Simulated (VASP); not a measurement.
Wanted: the native input for a VASP 6.6.1 run.

* Task: single point
* Functional: PBE
* Potentials or basis: VASP PAW PBE potentials, release 64 (Bi_d, H)
* Cutoff: 520 eV
* k mesh: 8 × 8 × 4
* Occupations: gaussian, width 0.1 eV
* Spin: no spin polarisation
* Dipole correction: no
* Further INCAR settings: ALGO = Normal; EDIFF = 1e-06; NBANDS = 38

The structure of Bi3H8 lies in POSCAR:

```
Bi3H8
1.0
    4.9961032775      0.0000000000      0.0000000000
    0.0000000000      4.9961032775      0.0000000000
    0.0000000000      0.0000000000     10.1322510299
Bi H
3 8
Direct
    0.5000000000      0.0000000000      0.4879195869
    0.0000000000      0.5000000000      0.4879195869
    0.0000000000      0.0000000000      0.6791204103
    0.6971757184      0.1974213096      0.0647863045
    0.3028242816      0.8025786904      0.0647863045
    0.8025786904      0.6971757184      0.0647863045
    0.1974213096      0.3028242816      0.0647863045
    0.6971757184      0.8025786904      0.0647863045
    0.3028242816      0.1974213096      0.0647863045
    0.8025786904      0.3028242816      0.0647863045
    0.1974213096      0.6971757184      0.0647863045
```

The cell was built from a structure type or drawn by symmetry, and may not be a known phase.

The input as run:

INCAR

```
SYSTEM = Bi3H8
ALGO     = Normal         ! electronic algorithm
EDIFF    = 1E-6           ! SCF threshold, eV
ENCUT    = 520            ! plane-wave cutoff, eV
GGA      = PE             ! functional
ISIF     = 2              ! what is computed and relaxed
ISMEAR   = 0              ! smearing method
LASPH    = .True.         ! aspherical terms in the spheres
LCHARG   = .True.         ! write CHGCAR
LELF     = .True.         ! ELF
LREAL    = .False.        ! projectors in reciprocal space
LVHAR    = .True.       
LWAVE    = .False.        ! write WAVECAR
NBANDS   = 38             ! bands
NELM     = 60             ! most SCF steps
PREC     = Accurate       ! precision mode
SIGMA    = 0.1            ! smearing width, eV
```

KPOINTS

```
k-points
0
Gamma
  8 8 4
  0 0 0
```

Potentials or basis: VASP PAW PBE potentials, release 64 (Bi_d, H).

Launch:

```sh
$ cat potpaw_PBE.64/Bi_d/POTCAR potpaw_PBE.64/H/POTCAR > POTCAR
$ mpirun -np 1 vasp_std > vasp.out
```

It gave:

```yaml
Pressure: -0.1 GPa
Largest_force: 0.011 eV/Å
Band_gap_on_the_k_mesh: zero (an odd number of electrons rules out a gap without spin polarisation)
```

Caveat: spin-orbit coupling is left out, which moves the levels of the heavy elements.

It took 4 min on 1 thread of Intel(R) Xeon(R) 6975P-C (Granite Rapids) (shared host), peak memory 0.54 GiB.
